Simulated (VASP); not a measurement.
**W: relaxation of cell and atoms with PBEsol**

The system is W.

```
CELL_PARAMETERS angstrom
2.71494 0.00000 0.00000
-1.35747 2.35121 0.00000
0.00000 0.00000 2.53677
ATOMIC_POSITIONS crystal
W 0.00000 0.00000 0.00000
```

This isn't the form of W at room conditions, which is bcc.

```json
{"Program": "VASP 6.6.1", "Task": "relaxation of cell and atoms", "Functional": "PBEsol", "Potentials or basis": "VASP PAW PBE potentials, release 64 (W_sv)", "Cutoff": "600 eV", "k mesh": "9 × 9 × 6", "Occupations": "gaussian, width 0.1 eV", "Spin": "no spin polarisation", "Dipole correction": "no", "Further INCAR settings": "ALGO = Fast; EDIFF = 1e-06; IBRION = 2; EDIFFG = -0.04; NSW = 90; ISIF = 3"}
```

```yaml
Relaxed_volume: 16.93 Å³/atom
Relaxed_cell: a = 2.764 Å, b = 2.764 Å, c = 2.560 Å, α = 90.00°, β = 90.00°, γ = 120.00°
Space_group_after_relaxing_to_0.1_Å: P6/mmm (No. 191)
Energy_gained_by_relaxing: 29.0 meV/atom
Ionic_steps: 7
Pressure_after_relaxing: -0.1 GPa
Band_gap_on_the_k_mesh: zero (bands 7 and 8 overlap by 1.53 eV)
```

Step by step:
| step | energy change (eV) | largest force (eV/Å) | pressure (GPa) | volume (Å³) |
| --- | --- | --- | --- | --- |
| 1 | 0.0000 | 0.0000 | 12.50 | 16.19 |
| 2 | 0.1964 | 0.0000 | -26.43 | 19.33 |
| 3 | -0.0288 | 0.0000 | -0.83 | 16.97 |
| 4 | -0.0289 | 0.0000 | -0.02 | 16.93 |
| 5 | -0.0289 | 0.0000 | -0.13 | 16.94 |
| 6 | -0.0289 | 0.0000 | -0.01 | 16.93 |
| 7 | -0.0290 | 0.0000 | -0.11 | 16.93 |

Final structure:
```yaml
crystal:
  lattice:
    - [2.76376, 0.00000, 0.00000]
    - [-1.38188, 2.39349, 0.00000]
    - [0.00000, 0.00000, 2.55997]
  atoms:
    - { symbol: W, position: [0.00000, 0.00000, 0.00000] }
```

Levels at points of the mesh, in eV from the Fermi level:
```tsv
k point	band 3	band 4	band 5	band 6	band 7	band 8	band 9	band 10	band 11
(0.00, 0.00, 0.00)	-37.46	-37.40	-8.97	-4.52	-0.70	-0.70	5.30	5.30	12.71
(0.00, 0.00, 0.50)	-37.30	-37.30	-5.24	-0.68	0.30	0.30	1.15	1.15	10.68
```

Run time: 24 s on 1 thread of Intel(R) Xeon(R) Platinum 8375C CPU @ 2.90GHz (Ice Lake), on a shared host, peak memory 0.15 GiB.

Caveat: the k points lie up to 0.41 Å⁻¹ apart in the final cell, too coarse for converged energies and pressures of a metal; the PAW data sets were made with another functional, which shifts forces and pressure a little; spin-orbit coupling is left out, which moves the levels of the heavy elements.
